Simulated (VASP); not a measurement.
Write the native input for VASP 6.6.1 that does the following.

```yaml
Task: electric field gradients
Functional: PBE
Potentials_or_basis: VASP PAW PBE potentials, release 64 (W_sv)
Cutoff: 520 eV
k_mesh: 14 × 14 × 14
Occupations: fermi-dirac, width 0.05 eV
Spin: no spin polarisation
Dipole_correction: no
Further_INCAR_settings: ALGO = Normal; EDIFF = 1e-08; NBANDS = 13
```

The structure of W lies in POSCAR:

```
W
1.0
    0.0000000000      2.0567135898      2.0567135898
    2.0567135898      0.0000000000      2.0567135898
    2.0567135898      2.0567135898      0.0000000000
W
1
Direct
    0.0000000000      0.0000000000      0.0000000000
```

This cell differs from its parent crystal: volume scaled by 1.04.

The input as run:

INCAR

```
PREC = Accurate
ENCUT = 520
EDIFF = 1E-8
ISMEAR = -1
SIGMA = 0.05
LREAL = F
LASPH = T
NELM = 80
ALGO = Normal
ISIF = 2
LWAVE = F
LCHARG = F
GGA = PE
LEFG = T
NBANDS = 13
```

KPOINTS

```
Automatic mesh
0
Gamma
  14 14 14
```

Potentials or basis: VASP PAW PBE potentials, release 64 (W_sv).

Command:

```console
$ cat potpaw_PBE.64/W_sv/POTCAR > POTCAR
$ mpirun -np 1 vasp_std > vasp.out
```

Results of the run:

The pressure is -13.9 GPa and the band gap on the k mesh is zero (band 7 reaches 12.45 eV, above the bottom of band 8 at 9.21 eV).

Caveat: without QUAD_EFG the Cq values of the log hold for a quadrupole moment of 1 mb, not for the nuclei; spin-orbit coupling is left out, which moves the levels of the heavy elements.

It took 47 s on 1 thread of Intel Xeon 8259CL, on a shared host, peak memory 0.15 GiB.
